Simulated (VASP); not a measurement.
Runs of VASP 6.6.1 on InGaTe3. The structure is that of space group Pm-3m (No. 221), or close to it. The cells are those of the table. 

| task | cell | k mesh | cutoff (eV) | gap on the mesh (eV) | pressure (GPa) |
| --- | --- | --- | --- | --- | --- |
| relaxation of cell and atoms | relaxed from a = 5.649 Å, 5 atoms | 4 × 4 × 4 | 600 | none | 0.0 |
| single point | a = 5.470 Å, 5 atoms | 8 × 8 × 8 | 520 | none | 0.0 |
| relaxation of cell and atoms | relaxed from a = 5.470 Å, 5 atoms | 8 × 8 × 8 | 600 | none | 0.0 |
| single point | a = 5.649 Å, 5 atoms | 4 × 4 × 4 | 520 | none | -2.3 |
| single point | a = 5.470 Å, 5 atoms | 4 × 4 × 4 | 520 | none | (a) |

Alike in all rows: level PBE; potentials or basis VASP PAW PBE potentials, release 64 (In_d, Ga_d, Te); no spin polarisation; smearing gaussian 0.1 eV.

Fill in the values left out.

(a) 0.2.

Caveats: spin-orbit coupling is left out, which moves the levels of the heavy elements; the relaxation stopped at its first step, so nothing moved (some runs).

A k mesh can miss the band edges, and the runs leave out spin-orbit coupling on Ga, In, Te.

A gap of «none» marks levels without a gap at the run's occupations.
